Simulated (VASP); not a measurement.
# Mg16HO16 (a cell with a defect) in VASP: notebook

Mg16HO16 (a cell with a defect) is run at these levels: PBE; tasks: single point.

Everything below comes from runs of VASP 6.6.1. Logs are shortened: lines on timing, memory, paths and dates and some standing lists are left out, and cuts for length are marked.

### Step 1. The cell of the first run

The cell holds a defect, 33 atoms: a = 7.369 Å, b = 7.369 Å, c = 7.369 Å, α = 109.47°, β = 109.47°, γ = 109.47°.

### Step 2. Single point, PBE

File INCAR:

```
SYSTEM = Mg16HO16
PREC     = Accurate       ! precision mode
ENCUT    = 520            ! plane-wave cutoff, eV
EDIFF    = 1E-6           ! SCF threshold, eV
ISMEAR   = -1             ! smearing method
SIGMA    = 0.01           ! smearing width, eV
LREAL    = Auto         
LASPH    = .TRUE.         ! aspherical terms in the spheres
NELM     = 120            ! most SCF steps
ALGO     = Normal         ! electronic algorithm
ISIF     = 2              ! what is computed and relaxed
LWAVE    = .FALSE.        ! write WAVECAR
LCHARG   = .FALSE.        ! write CHGCAR
GGA      = PE             ! functional
NELECT   = 130.0        
NBANDS   = 86             ! bands
GGA_COMPAT= .FALSE.
```

File KPOINTS:

```
regular mesh
0
G
  1 1 1
  0 0 0
```

File POSCAR:

```
Mg16HO16
1.0
   -4.2543812300      4.2543812300      4.2543812300
    4.2543812300     -4.2543812300      4.2543812300
    4.2543812300      4.2543812300     -4.2543812300
Mg O H
16 16 1
Direct
   -0.0186932002     -0.0179871046     -0.0068698592
    0.0034489152      0.2484970065      0.7495057043
    0.0005861017      0.5001971814      0.4982658783
    0.0057870930      0.7563969532      0.2640740073
    0.2477973748      0.0041397324      0.7495218053
    0.2537372515      0.2543992749      0.4944045647
    0.2409366826      0.4923415150      0.2353063691
    0.2522305694      0.7518154409      0.0014590841
    0.4995930983      0.0013615376      0.4982842123
    0.4917468339      0.2416257370      0.2353868743
    0.5085064979      0.5091645254      0.0050680696
    0.4911533281      0.7585190009      0.7505649652
    0.7557542040      0.0063822442      0.2640487392
    0.7511337906      0.2529096341      0.0014400449
    0.7578646167      0.4920300713      0.7507111675
    0.7368896510      0.7375937487      0.5062908996
    0.0079628501      0.0086506117      0.5129582616
   -0.0067506879      0.2497390202      0.2469419037
    0.0019928868      0.5007441470     -0.0008605247
    0.0148765465      0.7485924105      0.7499250367
    0.2491260051     -0.0060606933      0.2469761037
    0.2442281131      0.2449132891     -0.0142991417
    0.2559600189      0.5052746531      0.7497420489
    0.2508939473      0.7533354034      0.5006435448
    0.5000606163      0.0026606689     -0.0008689865
    0.5046181534      0.2567138300      0.7497512159
    0.4579273447      0.4585745599      0.4376094664
    0.4962858018      0.7526629201      0.2525011140
    0.7479404943      0.0156846546      0.7499047047
    0.7526456438      0.2516056841      0.5006587057
    0.7519869111      0.4969126850      0.2525072254
    0.7691572107      0.7696901906      0.0593492887
    0.6930929178      0.6938844547      0.7476087186
```

Potentials or basis: VASP PAW PBE potentials, release 64 (Mg, O, H).

Started as:

```
$ cat potpaw_PBE.64/Mg/POTCAR potpaw_PBE.64/O/POTCAR potpaw_PBE.64/H/POTCAR > POTCAR
$ mpirun -np 1 vasp_gam > vasp.out
```

OUTCAR:

```text
SYSTEM = Mg16HO16
   PREC = Accurate
   ENCUT = 520
   EDIFF = 1E-6
   ISMEAR = -1
   LREAL = Auto
   LASPH = .TRUE.
   NELM = 120
   ISIF = 2
   GGA = PE
   NELECT = 130.0

 ion  position               nearest neighbor table
   1  0.981  0.982  0.993-  33 2.04  32 2.13  18 2.17  21 2.17  20 2.18  29 2.18  22 2.27  16 2.93
                            15 2.95  12 2.95  13 2.99   4 2.99  14 3.02   8 3.02   6 3.02   5 3.07
   2  0.003  0.248  0.750-  22 2.04  17 2.05  29 2.08  30 2.14  19 2.14  23 2.17  13 2.92   7 2.92
                             5 2.94  15 2.94   3 3.03   8 3.03   9 3.03  14 3.03  11 3.04   6 3.04
   3  0.001  0.500  0.498-  20 2.07  31 2.09  18 2.10  30 2.12  24 2.13  23 2.14   4 2.95  12 2.95
                            13 2.97  15 2.98  14 2.99   6 3.00  16 3.02   2 3.03   8 3.03   7 3.03
   4  0.006  0.756  0.264-  32 1.95  24 2.06  21 2.12  17 2.12  31 2.14  19 2.20   5 2.92   3 2.95
                             9 2.97   1 2.99  11 2.99   6 3.00  13 3.01   7 3.01  14 3.03   8 3.06
   5  0.248  0.004  0.750-  22 2.04  17 2.05  20 2.08  24 2.14  25 2.14  26 2.17   4 2.92  10 2.92
                             2 2.94  12 2.94   9 3.03  14 3.03   3 3.03   8 3.03  11 3.04   6 3.04
   6  0.254  0.254  0.494-  27 2.01  21 2.14  18 2.14  26 2.14  23 2.14  17 2.17  10 2.99   7 2.99
                            13 3.00   4 3.00   9 3.00   3 3.00   1 3.02  12 3.04  15 3.04   5 3.04
   7  0.241  0.492  0.235-  27 1.94  19 2.06  28 2.12  22 2.13  18 2.14  24 2.20   2 2.92  14 2.95
                             8 2.97  16 2.99   6 2.99  11 3.00   4 3.01  10 3.02   3 3.03   9 3.06
   8  0.252  0.752  0.001-  20 2.07  21 2.09  28 2.10  19 2.12  25 2.13  23 2.14  10 2.95  12 2.95
                             7 2.97  15 2.98   9 2.99  11 3.00   1 3.02   3 3.03   2 3.03  13 3.03
   9  0.500  0.001  0.498-  29 2.07  28 2.09  21 2.10  24 2.12  30 2.13  26 2.14  13 2.95  15 2.95
[... 16 lines left out ...]
  18  0.993  0.250  0.247-  14 2.09   3 2.10  13 2.12   7 2.14   6 2.14   1 2.17
  19  0.002  0.501  0.999-   7 2.06  15 2.06   8 2.12  14 2.13   2 2.14   4 2.20
  20  0.015  0.749  0.750-   8 2.07   3 2.07   5 2.08   1 2.18  16 2.18  15 2.19
  21  0.249  0.994  0.247-   8 2.09   9 2.10   4 2.12  10 2.14   6 2.14   1 2.17
  22  0.244  0.245  0.986-   5 2.04   2 2.04   7 2.13  10 2.13  11 2.17   1 2.27
[... 8 lines left out ...]
  31  0.752  0.497  0.253-   3 2.09  14 2.10  10 2.12   4 2.14  11 2.14  16 2.17
  32  0.769  0.770  0.059-   4 1.95  13 1.95  11 2.01   1 2.13  15 2.45  12 2.46
  33  0.693  0.694  0.748-  12 1.71  15 1.71  16 2.02   1 2.04

  LATTYP: Found a body centered cubic cell.
 ALAT       =     8.5087624600

  Lattice vectors:

 A1 = (  -4.2543812300,   4.2543812300,   4.2543812300)
 A2 = (   4.2543812300,  -4.2543812300,   4.2543812300)
 A3 = (   4.2543812300,   4.2543812300,  -4.2543812300)

Analysis of symmetry for initial positions (statically):
=====================================================================
 Subroutine PRICEL returns:
 Original cell was already a primitive cell.

 Routine SETGRP: Setting up the symmetry group for a
 body centered cubic supercell.

 Subroutine GETGRP returns: Found  1 space group operations
 (whereof  1 operations were pure point group operations)
 out of a pool of 48 trial point group operations.

The static configuration has the point symmetry C_1 .

Analysis of symmetry for dynamics (positions and initial velocities):
=====================================================================
 Subroutine PRICEL returns:
 Original cell was already a primitive cell.

 Routine SETGRP: Setting up the symmetry group for a
 body centered cubic supercell.

 Subroutine GETGRP returns: Found  1 space group operations
 (whereof  1 operations were pure point group operations)
 out of a pool of 48 trial point group operations.

The dynamic configuration has the point symmetry C_1 .

 Subroutine INISYM returns: Found  1 space group operations
 (whereof  1 operations are pure point group operations),
 and found     1 'primitive' translations

----------------------------------------------------------------------------------------

                                     Primitive cell

  volume of cell :     308.0131

  direct lattice vectors                    reciprocal lattice vectors
    -4.254381230  4.254381230  4.254381230     0.000000000  0.117525904  0.117525904
     4.254381230 -4.254381230  4.254381230     0.117525904  0.000000000  0.117525904
     4.254381230  4.254381230 -4.254381230     0.117525904  0.117525904  0.000000000

  length of vectors
     7.368804445  7.368804445  7.368804445     0.166206727  0.166206727  0.166206727

  position of ions in fractional coordinates (direct lattice)
     0.981306800  0.982012895  0.993130141
     0.003448915  0.248497007  0.749505704
     0.000586102  0.500197181  0.498265878
     0.005787093  0.756396953  0.264074007
     0.247797375  0.004139732  0.749521805
     0.253737251  0.254399275  0.494404565
[... 25 lines left out ...]
     0.769157211  0.769690191  0.059349289
     0.693092918  0.693884455  0.747608719

  ion indices of the primitive-cell ions
   primitive index   ion index
                 1           1
                 2           2
                 3           3
                 4           4
                 5           5
                 6           6
[... 25 lines left out ...]
                32          32
                33          33

----------------------------------------------------------------------------------------

 KPOINTS: regular mesh

Automatic generation of k-mesh.
 Grid dimensions read from file:
 generate k-points for:    1    1    1

 Generating k-lattice:

  Cartesian coordinates                     Fractional coordinates (reciprocal lattice)
     0.000000000  0.117525904  0.117525904     1.000000000  0.000000000  0.000000000
     0.117525904  0.000000000  0.117525904     0.000000000  1.000000000  0.000000000
     0.117525904  0.117525904  0.000000000     0.000000000  0.000000000  1.000000000

  Length of vectors
     0.166206727  0.166206727  0.166206727

  Shift w.r.t. Gamma in fractional coordinates (k-lattice)
     0.000000000  0.000000000  0.000000000

 Subroutine IBZKPT returns following result:
 ===========================================

 Found      1 irreducible k-points:

 Following reciprocal coordinates:
            Coordinates               Weight
  0.000000  0.000000  0.000000      1.000000
   k-points           NKPTS =      1   k-points in BZ     NKDIM =      1   number of bands    NBANDS=     86
   number of dos      NEDOS =    301   number of ions     NIONS =     33
   total plane-waves  NPLWV = 175616
   dimension x,y,z NGX =    56 NGY =   56 NGZ =   56
   dimension x,y,z NGXF=   112 NGYF=  112 NGZF=  112
   ions per type =              16  16   1
   NGX,Y,Z   is equivalent  to a cutoff of  12.63, 12.63, 12.63 a.u.
   NGXF,Y,Z  is equivalent  to a cutoff of  25.27, 25.27, 25.27 a.u.
 SYSTEM =  Mg16HO16
   PREC   = accura    normal or accurate (medium, high low for compatibility)
   ISTART =      0    job   : 0-new  1-cont  2-samecut
   ICHARG =      2    charge: 1-file 2-atom 10-const
   ISPIN  =      1    spin polarized calculation?
   LNONCOLLINEAR =      F non collinear calculations
   LSORBIT =      F    spin-orbit coupling
   LASPH  =      T    aspherical Exc in radial PAW
   ENCUT  =  520.0 eV  38.22 Ry    6.18 a.u.  13.70 13.70 13.70*2*pi/ulx,y,z
   NELM   =    120;   NELMIN=  2; NELMDL= -5     # of ELM steps
   EDIFF  = 0.1E-05   stopping-criterion for ELM
   LREAL  =      T    real-space projection
   EDIFFG = 0.1E-04   stopping-criterion for IOM
   NSW    =      0    number of steps for IOM
   IBRION =     -1    ionic relax: 0-MD 1-quasi-New 2-CG
   NFREE  =      0    steps in history (QN), initial steepest desc. (CG)
   ISIF   =      2    stress and relaxation
   ISYM   =      2    0-nonsym 1-usesym 2-fastsym
   POTIM  = 0.5000    time-step for ionic-motion
   TEBEG  =    0.0;   TEEND  =   0.0 temperature during run
   PSTRESS=    0.0 pullay stress
   NELECT =     130.0000    total number of electrons
   NUPDOWN=      -1.0000    fix difference up-down
   EMIN   =  10.00;   EMAX   =-10.00  energy-range for DOS
   EFERMI =   0.00;   METHOD = LEGACY
   ISMEAR =    -1;   SIGMA  =   0.01  broadening in eV -4-tet -1-fermi 0-gaus
   EFERMI_NEDOS =   21; number of points for ismear=-14 and -15
   IALGO  =     38    algorithm
   IMIX   =      4    mixing-type and parameters
     AMIX     =   0.40;   BMIX     =  1.00
     AMIX_MAG =   1.60;   BMIX_MAG =  1.00
  volume/ion in A,a.u.               =       9.33        62.99
  Fermi-wavevector in a.u.,A,eV,Ry     =   1.228003  2.320590 20.517479  1.507992
  Thomas-Fermi vector in A             =   2.362945
   LORBIT       =      0    0 simple, 1 ext, 2 COOP (PROOUT), +10 PAW based schemes
   GGA     = PE    functional components
[... 5 lines left out ...]
 non-spin polarized calculation
  energy-cutoff  :      520.00
  volume of cell :      308.01
 maximum number of plane-waves:      4196
 NGX is ok and might be reduce to    54
   NGX = 27   NGY = 27   NGZ = 27

 number of electron     130.0000003 magnetization

 Free energy of the ion-electron system (eV)
  ---------------------------------------------------
  ext. energy  EPLUGINS =         0.00000000
  ---------------------------------------------------
  free energy    TOTEN  =      -183.78164679 eV

  energy without entropy =     -183.78164679  energy(sigma->0) =     -183.78164679

 E-fermi :   5.6461     XC(G=0): -11.0198

 val. band max:        5.3735751336   @ k =   0.0000   0.0000   0.0000
 cond. band min:       7.9211203785   @ k =   0.0000   0.0000   0.0000
 fundamental gap:      2.5475452449
 Fermi energy:         5.6461492607

 k-point     1 :       0.0000    0.0000    0.0000
  band No.  band energies     occupation
      1     -14.1718      2.00000
      2     -13.2114      2.00000
      3     -13.1920      2.00000
      4     -13.0909      2.00000
      5     -13.0853      2.00000
      6     -13.0835      2.00000
[... 69 lines left out ...]
     76      12.2252      0.00000
     77      12.3004      0.00000
 [bands above 77 left out]

------------------------ aborting loop because EDIFF is reached ----------------------------------------

  FORCE on cell =-STRESS in cart. coord.  units (eV):
  Direction    XX          YY          ZZ          XY          YZ          ZX
  --------------------------------------------------------------------------------------
  -------------------------------------------------------------------------------------
  Total       20.0093284     20.0400401     12.1063809      3.2013981      0.0348086      0.0440293
  in kB      104.0815838    104.2413352     62.9731930     16.6525620      0.1810623      0.2290253
  external PRESSURE =      90.4320374 kB  Pullay stress =       0.0000000 kB

 VOLUME and BASIS-vectors are now :
 -----------------------------------------------------------------------------
  energy-cutoff  :      520.00
  volume of cell :      308.01
      direct lattice vectors                 reciprocal lattice vectors
    -4.254381230  4.254381230  4.254381230     0.000000000  0.117525904  0.117525904
     4.254381230 -4.254381230  4.254381230     0.117525904  0.000000000  0.117525904
     4.254381230  4.254381230 -4.254381230     0.117525904  0.117525904  0.000000000

 POSITION                                       TOTAL-FORCE (eV/Angst)
 -----------------------------------------------------------------------------------
      4.22816      4.22215      4.12756        -0.046762     -0.045472     -0.046272
      4.23121      2.14616     -2.11681         0.023634     -0.023009     -0.012909
      4.24535     -0.00572      0.01071         0.000345      0.012340     -0.012066
      4.31685     -2.06991      2.11915        -0.021022     -0.011179     -0.043069
      2.15214      4.22536     -2.11691        -0.021955      0.021972     -0.013159
      2.10620      2.10057      0.05842        -0.039176     -0.039581     -0.132952
[... 25 lines left out ...]
      0.25476      0.25023      6.29435        -0.066079     -0.071425     -0.161009
      3.18398      3.17725      2.72012         0.014881      0.011941      0.906639
 -----------------------------------------------------------------------------------
    total drift:                               -0.000774      0.002360     -0.002867

  FREE ENERGIE OF THE ION-ELECTRON SYSTEM (eV)
  ---------------------------------------------------
  free  energy   TOTEN  =      -183.7816467908 eV

  energy  without entropy=     -183.7816467908  energy(sigma->0) =     -183.78164679
```

Run time: 45 s. Hardware: 1 thread of Intel Xeon 6975P-C (Granite Rapids), shared host; peak memory 0.39 GiB.

Results:

* Free energy: -183.7816 eV
* Largest force: 0.907 eV/Å

Forces in eV/Å, atoms in the order of the input:
```
Mg  -0.047 -0.045 -0.046
Mg   0.024 -0.023 -0.013
Mg   0.000  0.012 -0.012
Mg  -0.021 -0.011 -0.043
Mg  -0.022  0.022 -0.013
Mg  -0.039 -0.040 -0.133
Mg   0.012  0.024 -0.042
Mg  -0.013 -0.001 -0.014
Mg   0.012 -0.001 -0.014
Mg   0.022  0.010 -0.042
Mg   0.034  0.033 -0.120
Mg  -0.080  0.060 -0.026
Mg  -0.013 -0.021 -0.043
Mg   0.000 -0.013 -0.014
Mg   0.055 -0.079 -0.028
Mg   0.037  0.037 -0.036
O   -0.026 -0.023  0.007
O   -0.027 -0.010 -0.050
O    0.028 -0.010  0.003
O   -0.071  0.075  0.106
O   -0.011 -0.028 -0.051
O    0.021  0.022  0.010
O   -0.040  0.045  0.007
O   -0.020  0.002  0.003
O   -0.012  0.027  0.003
O    0.044 -0.039  0.002
O    0.100  0.097 -0.163
O    0.004  0.024 -0.042
O    0.073 -0.070  0.101
O    0.000 -0.020  0.003
O    0.027  0.003 -0.043
O   -0.066 -0.071 -0.161
H    0.015  0.012  0.907
```

Caveat: the k points lie up to 1.04 Å⁻¹ apart, too coarse for converged energies, forces and pressures; the cell carries a net charge on a neutralising background, which shifts energy and pressure; the cell is charged against a uniform background, so pressure and absolute levels hang on convention.

### Step 3. Single point, PBE

File INCAR:

```
ALGO = Normal ; EDIFF = 1E-6
ENCUT = 520 ; GGA = PE
GGA_COMPAT = False ; ISIF = 2
ISMEAR = -1 ; LASPH = True
LCHARG = True ; LELF = True
LREAL = Auto ; LVHAR = True
LWAVE = False ; NBANDS = 86
NELECT = 130.0 ; NELM = 120
PREC = Accurate ; SIGMA = 0.01
```

File KPOINTS:

```
k-points
0
Gamma
  1 1 1
```

File POSCAR:

```
Mg16HO16
1.0
   -4.2543812300      4.2543812300      4.2543812300
    4.2543812300     -4.2543812300      4.2543812300
    4.2543812300      4.2543812300     -4.2543812300
Mg O H
16 16 1
Direct
   -0.0047263042     -0.0040702746      0.0050620757
    0.0004027613      0.2454391000      0.7495031187
   -0.0036893732      0.4980748987      0.4982817443
    0.0070655398      0.7576752824      0.2640825867
    0.2447659116      0.0011164961      0.7495194548
    0.2680892798      0.2687925548      0.5062818501
    0.2423427625      0.4937467722      0.2352928536
    0.2479193666      0.7496915127      0.0014401624
    0.4974525990     -0.0029350919      0.4982614123
    0.4931405736      0.2430167736      0.2353738290
    0.5105145455      0.5112194659     -0.0068623375
    0.4914188191      0.7588129332      0.7505656704
    0.7570569786      0.0076821982      0.2640576712
    0.7490312522      0.2486164128      0.0014602594
    0.7580813344      0.4922150571      0.7507114025
    0.7393794373      0.7400394628      0.4944070327
    0.0036954845      0.0043818358      0.5129634328
   -0.0007824875      0.2555970989      0.2524970006
   -0.0022130128      0.4965286103     -0.0008647556
   -0.0075752497      0.7445094430      0.7497485128
    0.2549775023     -0.0001017774      0.2525024068
    0.2401672405      0.2408511237     -0.0143096015
    0.2336371487      0.5013536363      0.7499027068
    0.2466942766      0.7491420791      0.5006444850
    0.4958535416     -0.0015392368     -0.0008728649
    0.5007242851      0.2344637084      0.7499231563
    0.4783890747      0.4790344094      0.4375713880
    0.4965845527      0.7530761412      0.2469430790
    0.7438462444     -0.0068316633      0.7497395808
    0.7484466783      0.2473976692      0.5006602335
    0.7524223446      0.4972309451      0.2469777491
    0.7890471771      0.7895785117      0.0593798455
    0.5532112363      0.5540004228      0.7476014320
```

Potentials or basis: VASP PAW PBE potentials, release 64 (Mg, O, H).

Started as:

```
$ cat potpaw_PBE.64/Mg/POTCAR potpaw_PBE.64/O/POTCAR potpaw_PBE.64/H/POTCAR > POTCAR
$ mpirun -np 1 vasp_gam > vasp.out
```

It took 47 s on 1 thread of Intel Xeon 6975P-C (Granite Rapids), shared host; peak memory 0.4 GiB.

It converged, with:

```
Free energy   : -183.7806 eV
Largest force : 0.907 eV/Å
```

Forces in eV/Å, atoms in the order of the input:
```
Mg   0.035  0.034  0.120
Mg   0.024 -0.023  0.013
Mg   0.012 -0.001  0.014
Mg  -0.021 -0.011  0.044
Mg  -0.021  0.022  0.013
Mg   0.038  0.037  0.037
Mg   0.012  0.024  0.043
Mg  -0.001 -0.012  0.014
Mg   0.001  0.012  0.012
Mg   0.022  0.010  0.043
Mg  -0.047 -0.046  0.046
Mg  -0.079  0.059  0.027
Mg  -0.013 -0.021  0.044
Mg  -0.013 -0.001  0.015
Mg   0.055 -0.079  0.029
Mg  -0.039 -0.040  0.134
O   -0.024 -0.024 -0.008
O    0.005  0.023  0.042
O    0.027 -0.010 -0.003
O    0.045 -0.039 -0.001
O    0.026  0.003  0.043
O    0.020  0.022 -0.010
O    0.073 -0.070 -0.105
O   -0.020  0.003 -0.003
O   -0.013  0.027 -0.004
O   -0.072  0.076 -0.107
O    0.100  0.095  0.163
O   -0.026 -0.012  0.048
O   -0.040  0.045 -0.005
O    0.000 -0.019 -0.003
O   -0.012 -0.027  0.050
O   -0.065 -0.072  0.162
H    0.015  0.012 -0.907
```

Levels at points of the mesh, in eV from the Fermi level:
```
           k point  band 62  band 63  band 64  band 65  band 66  band 67  band 68  band 69
(0.00, 0.00, 0.00)    -2.58    -2.53    -2.39    -0.24     2.31     5.68     5.81     6.30
```

Caveat: the k points lie up to 1.04 Å⁻¹ apart, too coarse for converged energies, forces and pressures; the cell carries a net charge on a neutralising background, which shifts energy and pressure; the cell is charged against a uniform background, so pressure and absolute levels hang on convention.
